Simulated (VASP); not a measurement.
# K (P6_3/mmc) in VASP: single point with PBE

Aim: the single point of K with PBE.

Everything below comes from runs of VASP 6.6.1. Logs are shortened: lines on timing, memory, paths and dates and some standing lists are left out, and cuts for length are marked.

## 1. The cell of the first run

The structure is hexagonal, space group P6_3/mmc (No. 194). The conventional cell has a = 4.889 Å, b = 4.889 Å, c = 8.156 Å, α = 90.00°, β = 90.00°, γ = 120.00°.

This isn't the form of K at room conditions, which is bcc.

## 2. Single point, PBE (strained)

Contents of INCAR:

```
ALGO = Fast
EDIFF = 1E-7
ENCUT = 520
GGA = PE
ISIF = 2
ISMEAR = 0
LASPH = T
LCHARG = F
LREAL = F
LWAVE = F
NBANDS = 16
NELM = 100
PREC = Accurate
SIGMA = 0.1
```

Contents of KPOINTS:

```
k-points
0
Gamma
  12 12 6
```

Contents of POSCAR:

```
K
1.0
    4.8893138743      0.0000000000      0.0000000000
   -2.4446569372      4.2342700222      0.0000000000
    0.0000000000      0.0000000000      8.1560896255
K
2
Direct
    0.3333333300      0.6666666700      0.2500000000
    0.6666666700      0.3333333300      0.7500000000
```

Potentials or basis: VASP PAW PBE potentials, release 64 (K_sv).

The run is started by

```
$ cat potpaw_PBE.64/K_sv/POTCAR > POTCAR
$ mpirun -np 1 vasp_std > vasp.out
```

OUTCAR:

```text
EDIFF = 1E-7
   ENCUT = 520
   GGA = PE
   ISIF = 2
   ISMEAR = 0
   LASPH = T
   LREAL = F
   NELM = 100
   PREC = Accurate

 ion  position               nearest neighbor table
   1  0.333  0.667  0.250-
   2  0.667  0.333  0.750-

  LATTYP: Found a hexagonal cell.
 ALAT       =     4.8893138743
 C/A-ratio  =     1.6681460498

  Lattice vectors:

 A1 = (   4.8893138743,   0.0000000000,   0.0000000000)
 A2 = (  -2.4446569372,   4.2342700222,   0.0000000000)
 A3 = (   0.0000000000,   0.0000000000,   8.1560896255)

Analysis of symmetry for initial positions (statically):
=====================================================================
 Subroutine PRICEL returns:
 Original cell was already a primitive cell.

 Routine SETGRP: Setting up the symmetry group for a
 hexagonal supercell.

 Subroutine GETGRP returns: Found 24 space group operations
 (whereof 12 operations were pure point group operations)
 out of a pool of 24 trial point group operations.

The static configuration has the point symmetry D_3d.
 The point group associated with its full space group is D_6h.

Analysis of symmetry for dynamics (positions and initial velocities):
=====================================================================
 Subroutine PRICEL returns:
 Original cell was already a primitive cell.

 Routine SETGRP: Setting up the symmetry group for a
 hexagonal supercell.

 Subroutine GETGRP returns: Found 24 space group operations
 (whereof 12 operations were pure point group operations)
 out of a pool of 24 trial point group operations.

The dynamic configuration has the point symmetry D_3d.
 The point group associated with its full space group is D_6h.

 Subroutine INISYM returns: Found 24 space group operations
 (whereof 12 operations are pure point group operations),
 and found     1 'primitive' translations

----------------------------------------------------------------------------------------

                                     Primitive cell

  volume of cell :     168.8529

  direct lattice vectors                    reciprocal lattice vectors
     4.889313874  0.000000000  0.000000000     0.204527675  0.118084108  0.000000000
    -2.444656937  4.234270022  0.000000000     0.000000000  0.236168217  0.000000000
     0.000000000  0.000000000  8.156089625     0.000000000  0.000000000  0.122607775

  length of vectors
     4.889313874  4.889313874  8.156089625     0.236168217  0.236168217  0.122607775

  position of ions in fractional coordinates (direct lattice)
     0.333333330  0.666666670  0.250000000
     0.666666670  0.333333330  0.750000000

  ion indices of the primitive-cell ions
   primitive index   ion index
                 1           1
                 2           2

----------------------------------------------------------------------------------------

 KPOINTS: k-points

Automatic generation of k-mesh.
 Grid dimensions read from file:
 generate k-points for:   12   12    6

 Generating k-lattice:

  Cartesian coordinates                     Fractional coordinates (reciprocal lattice)
     0.017043973  0.009840342  0.000000000     0.083333333  0.000000000  0.000000000
     0.000000000  0.019680685  0.000000000     0.000000000  0.083333333  0.000000000
     0.000000000  0.000000000  0.020434629     0.000000000  0.000000000  0.166666667

  Length of vectors
     0.019680685  0.019680685  0.020434629

  Shift w.r.t. Gamma in fractional coordinates (k-lattice)
     0.000000000  0.000000000  0.000000000

 Subroutine IBZKPT returns following result:
 ===========================================

 Found     76 irreducible k-points:

 Following reciprocal coordinates:
            Coordinates               Weight
  0.000000  0.000000  0.000000      1.000000
  0.083333 -0.000000  0.000000      6.000000
  0.166667 -0.000000  0.000000      6.000000
  0.250000  0.000000  0.000000      6.000000
  0.333333 -0.000000  0.000000      6.000000
  0.416667  0.000000  0.000000      6.000000
[... 16 lines left out ...]
  0.250000  0.000000  0.166667     12.000000
  0.333333 -0.000000  0.166667     12.000000
 [... further k-points ...]
   k-points           NKPTS =     76   k-points in BZ     NKDIM =     76   number of bands    NBANDS=     16
   number of dos      NEDOS =    301   number of ions     NIONS =      2
   total plane-waves  NPLWV =  82944
   dimension x,y,z NGX =    36 NGY =   36 NGZ =   64
   dimension x,y,z NGXF=    72 NGYF=   72 NGZF=  128
   ions per type =               2
   NGX,Y,Z   is equivalent  to a cutoff of  12.24, 12.24, 13.05 a.u.
   NGXF,Y,Z  is equivalent  to a cutoff of  24.48, 24.48, 26.09 a.u.
 SYSTEM =  unknown system
   PREC   = accura    normal or accurate (medium, high low for compatibility)
   ISTART =      0    job   : 0-new  1-cont  2-samecut
   ICHARG =      2    charge: 1-file 2-atom 10-const
   ISPIN  =      1    spin polarized calculation?
   LNONCOLLINEAR =      F non collinear calculations
   LSORBIT =      F    spin-orbit coupling
   LASPH  =      T    aspherical Exc in radial PAW
   ENCUT  =  520.0 eV  38.22 Ry    6.18 a.u.   9.09  9.09 15.16*2*pi/ulx,y,z
   NELM   =    100;   NELMIN=  2; NELMDL= -5     # of ELM steps
   EDIFF  = 0.1E-06   stopping-criterion for ELM
   LREAL  =      F    real-space projection
   EDIFFG = 0.1E-05   stopping-criterion for IOM
   NSW    =      0    number of steps for IOM
   IBRION =     -1    ionic relax: 0-MD 1-quasi-New 2-CG
   NFREE  =      0    steps in history (QN), initial steepest desc. (CG)
   ISIF   =      2    stress and relaxation
   ISYM   =      2    0-nonsym 1-usesym 2-fastsym
   POTIM  = 0.5000    time-step for ionic-motion
   TEBEG  =    0.0;   TEEND  =   0.0 temperature during run
   PSTRESS=    0.0 pullay stress
   NELECT =      18.0000    total number of electrons
   NUPDOWN=      -1.0000    fix difference up-down
   EMIN   =  10.00;   EMAX   =-10.00  energy-range for DOS
   EFERMI =   0.00;   METHOD = LEGACY
   ISMEAR =     0;   SIGMA  =   0.10  broadening in eV -4-tet -1-fermi 0-gaus
   EFERMI_NEDOS =   21; number of points for ismear=-14 and -15
   IALGO  =     68    algorithm
   IMIX   =      4    mixing-type and parameters
     AMIX     =   0.40;   BMIX     =  1.00
     AMIX_MAG =   1.60;   BMIX_MAG =  1.00
  volume/ion in A,a.u.               =      84.43       569.74
  Fermi-wavevector in a.u.,A,eV,Ry     =   0.776240  1.466881  8.198177  0.602549
  Thomas-Fermi vector in A             =   1.878676
   LORBIT       =      0    0 simple, 1 ext, 2 COOP (PROOUT), +10 PAW based schemes
   GGA     = PE    functional components
   LHFCALC =     F    Hartree Fock is set to
   AEXX    =    0.0000 exact exchange contribution
   IVDW    =     0    specifies the selected vdW correction
   LEPSILON=     F    determine dielectric tensor
   LRPA    =     F    only Hartree local field effects (RPA)
 non-spin polarized calculation
 RMM-DIIS sequential band-by-band and
 Gauss-broadening in eV      SIGMA  =   0.10
  energy-cutoff  :      520.00
  volume of cell :      168.85
 maximum number of plane-waves:      4590
   NGX = 19   NGY = 19   NGZ = 31

 number of electron      17.9999998 magnetization

 Free energy of the ion-electron system (eV)
  ---------------------------------------------------
  ext. energy  EPLUGINS =         0.00000000
  ---------------------------------------------------
  free energy    TOTEN  =        -2.07358998 eV

  energy without entropy =       -2.06565907  energy(sigma->0) =       -2.06962452

 E-fermi :  -0.4124     XC(G=0):  -5.3294

 val. band max:       -0.4161736969   @ k =   0.4167   0.0833   0.1667
 cond. band min:      -0.3985012978   @ k =   0.3333   0.1667   0.3333
 fundamental gap:      0.0176723991
 Fermi energy:        -0.4124359145

 k-point     1 :       0.0000    0.0000    0.0000
  band No.  band energies     occupation
      1     -32.6197      2.00000
      2     -32.6180      2.00000
      3     -16.1141      2.00000
      4     -16.0820      2.00000
      5     -16.0820      2.00000
      6     -16.0769      2.00000
[... 8 lines left out ...]
     15       3.9253      0.00000
     16       3.9263      0.00000

 k-point     2 :       0.0833   -0.0000    0.0000
  band No.  band energies     occupation
      1     -32.6195      2.00000
      2     -32.6179      2.00000
      3     -16.1133      2.00000
      4     -16.0842      2.00000
      5     -16.0827      2.00000
      6     -16.0792      2.00000
[... 8 lines left out ...]
     15       3.7591      0.00000
     16       3.9952      0.00000

 k-point     3 :       0.1667   -0.0000    0.0000
  band No.  band energies     occupation
      1     -32.6192      2.00000
      2     -32.6178      2.00000
      3     -16.1108      2.00000
      4     -16.0901      2.00000
      5     -16.0853      2.00000
      6     -16.0845      2.00000
[... 8 lines left out ...]
     15       3.7329      0.00000
     16       3.8916      0.00000

 k-point     4 :       0.2500    0.0000    0.0000
  band No.  band energies     occupation
      1     -32.6188      2.00000
      2     -32.6175      2.00000
      3     -16.1072      2.00000
      4     -16.0983      2.00000
      5     -16.0934      2.00000
      6     -16.0869      2.00000
[... 8 lines left out ...]
     15       3.8250      0.00000
     16       3.8894      0.00000
[... 324 lines left out ...]
 k-point    22 :       0.1667   -0.0000    0.1667
  band No.  band energies     occupation
      1     -32.6191      2.00000
      2     -32.6179      2.00000
      3     -16.1090      2.00000
      4     -16.0895      2.00000
      5     -16.0865      2.00000
      6     -16.0841      2.00000
[... 8 lines left out ...]
     15       3.6709      0.00000
     16       3.9803      0.00000

 k-point    23 :       0.2500    0.0000    0.1667
  band No.  band energies     occupation
      1     -32.6187      2.00000
      2     -32.6176      2.00000
      3     -16.1067      2.00000
      4     -16.0968      2.00000
      5     -16.0944      2.00000
      6     -16.0864      2.00000
[... 8 lines left out ...]
     15       3.7712      0.00000
     16       3.8706      0.00000

 k-point    24 :       0.3333   -0.0000    0.1667
  band No.  band energies     occupation
      1     -32.6182      2.00000
      2     -32.6174      2.00000
      3     -16.1086      2.00000
      4     -16.1030      2.00000
      5     -16.0988      2.00000
      6     -16.0888      2.00000
[... 8 lines left out ...]
     15       3.6857      0.00000
     16       3.9394      0.00000

 [... further k-points ...]

------------------------ aborting loop because EDIFF is reached ----------------------------------------

  FORCE on cell =-STRESS in cart. coord.  units (eV):
  Direction    XX          YY          ZZ          XY          YZ          ZX
  --------------------------------------------------------------------------------------
  -------------------------------------------------------------------------------------
  Total       -0.3635976     -0.3635976     -0.4592709      0.0000000     -0.0000000      0.0000000
  in kB       -3.4500318     -3.4500318     -4.3578373      0.0000000     -0.0000000      0.0000000
  external PRESSURE =      -3.7526336 kB  Pullay stress =       0.0000000 kB

 VOLUME and BASIS-vectors are now :
 -----------------------------------------------------------------------------
  energy-cutoff  :      520.00
  volume of cell :      168.85
      direct lattice vectors                 reciprocal lattice vectors
     4.889313874  0.000000000  0.000000000     0.204527675  0.118084108  0.000000000
    -2.444656937  4.234270022  0.000000000     0.000000000  0.236168217  0.000000000
     0.000000000  0.000000000  8.156089625     0.000000000  0.000000000  0.122607775

 POSITION                                       TOTAL-FORCE (eV/Angst)
 -----------------------------------------------------------------------------------
     -0.00000      2.82285      2.03902        -0.000000      0.000000      0.000000
      2.44466      1.41142      6.11707         0.000000      0.000000      0.000000
 -----------------------------------------------------------------------------------
    total drift:                               -0.000006      0.000003     -0.000000

  FREE ENERGIE OF THE ION-ELECTRON SYSTEM (eV)
  ---------------------------------------------------
  free  energy   TOTEN  =        -2.0735899792 eV

  energy  without entropy=       -2.0656590671  energy(sigma->0) =       -2.06962452
```

Run time: 6.2 min. Hardware: 1 thread of Intel Xeon 8259CL, shared host; peak memory 0.36 GiB.

What came out:

```
Free energy            : -2.0736 eV
Pressure               : -0.4 GPa
Band gap on the k mesh : zero (bands 9 and 10 overlap by 2.54 eV)
```

Caveat: the cell differs from its parent crystal (strained).
